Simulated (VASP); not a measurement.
Write the native input for VASP 6.6.1 that does the following.

| Quantity | Value |
| --- | --- |
| Task | single point |
| Functional | PBE |
| Potentials or basis | VASP PAW PBE potentials, release 64 (Zr_sv, Hf_pv, Si) |
| Cutoff | 520 eV |
| k mesh | 3 × 3 × 4 |
| Occupations | gaussian, width 0.1 eV |
| Spin | no spin polarisation |
| Dipole correction | no |
| Further INCAR settings | ALGO = Normal; EDIFF = 1e-06; NBANDS = 58 |

The structure of HfZr2Si3 lies in POSCAR:

```
HfZr2Si3
1.0
    7.7715606100      0.0000000000      0.0000000000
   -3.8857803100      6.7303689200      0.0000000000
    0.0000000000      0.0000000000      4.0720634900
Zr Hf Si
4 2 6
Direct
    0.5000000000      0.0000000000      0.0000000000
    0.5000000000      0.5000000000      0.0000000000
    0.0000000000      0.5000000000      0.0000000000
    0.0000000000      0.0000000000      0.0000000000
    0.3333333300      0.6666666700      0.5000000000
    0.6666666700      0.3333333300      0.5000000000
    0.1637599900      0.3275199800      0.5000000000
    0.8362400100      0.1637599900      0.5000000000
    0.6724800200      0.8362400100      0.5000000000
    0.8362400100      0.6724800200      0.5000000000
    0.1637599900      0.8362400100      0.5000000000
    0.3275199800      0.1637599900      0.5000000000
```

One way to write it, as run:

INCAR

```
SYSTEM = HfZr2Si3
PREC = Accurate
ENCUT = 520
EDIFF = 1E-6
ISMEAR = 0
SIGMA = 0.1
LREAL = .False.
LASPH = .True.
NELM = 60
ALGO = Normal
ISIF = 2
LWAVE = .False.
LCHARG = .False.
GGA = PE
NBANDS = 58
```

KPOINTS

```
Automatic mesh
0
Gamma
  3 3 4
  0 0 0
```

Potentials or basis: VASP PAW PBE potentials, release 64 (Zr_sv, Hf_pv, Si).

The run is started by

```sh
$ cat potpaw_PBE.64/Zr_sv/POTCAR potpaw_PBE.64/Hf_pv/POTCAR potpaw_PBE.64/Si/POTCAR > POTCAR
$ mpirun -np 1 vasp_std > vasp.out
```

It gave:

The pressure is 17.9 GPa. The largest force is 2.022 eV/Å and the band gap on the k mesh is zero (band 46 reaches 10.22 eV, above the bottom of band 47 at 8.57 eV).

Caveat: the k points lie up to 0.39 Å⁻¹ apart; spin-orbit coupling is left out, which moves the levels of the heavy elements; forces of over 1 eV/Å act on the atoms, so gaps and moduli don't describe the material at rest.

Wall time 97 s on 1 thread of AMD EPYC 9R45 96-Core Processor (Zen 5), on a shared host, peak memory 0.34 GiB.
